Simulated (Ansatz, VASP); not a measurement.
Two plane-wave programs on HfSi4

```
CELL_PARAMETERS angstrom
5.80955 0.00000 0.00000
0.00000 5.80955 0.00000
0.00000 0.00000 4.29905
ATOMIC_POSITIONS crystal
Hf 0.50000 0.50000 0.50000
Si 0.79270 0.50000 0.00000
Si 0.20730 0.50000 0.00000
Si 0.50000 0.79270 0.00000
Si 0.50000 0.20730 0.00000
```

Alike in both runs: functional PBE; k mesh 8 × 8 × 10; occupations gaussian, width 0.1 eV; no spin polarisation.

Ansatz relaxed the structure, and its values are those at the end. VASP's run is a single point on that final structure, the one shown.

```csv
,VASP,Ansatz
version,VASP 6.6.1,Ansatz 0.2.0
potentials or method,"VASP PAW PBE potentials, release 64 (Hf_pv, Si), cutoff 520 eV","scalar-relativistic, plane waves, PAW"
valence electrons in the cell,26,42
```

```csv
,VASP,Ansatz,Ansatz less VASP
gap on the k mesh at the Fermi level (eV),none,none,-
pressure (GPa),0.0,0.0,+0.05
rms of the force components (eV/Å),0.004,0.000,-0.0036
```

A gap of «none» marks a metal or a gap that the smearing closes. VASP's potentials hold 26 valence electrons a cell and Ansatz's 42, so a difference there can come from the potentials and not from the codes.

Spin-orbit coupling is off throughout.
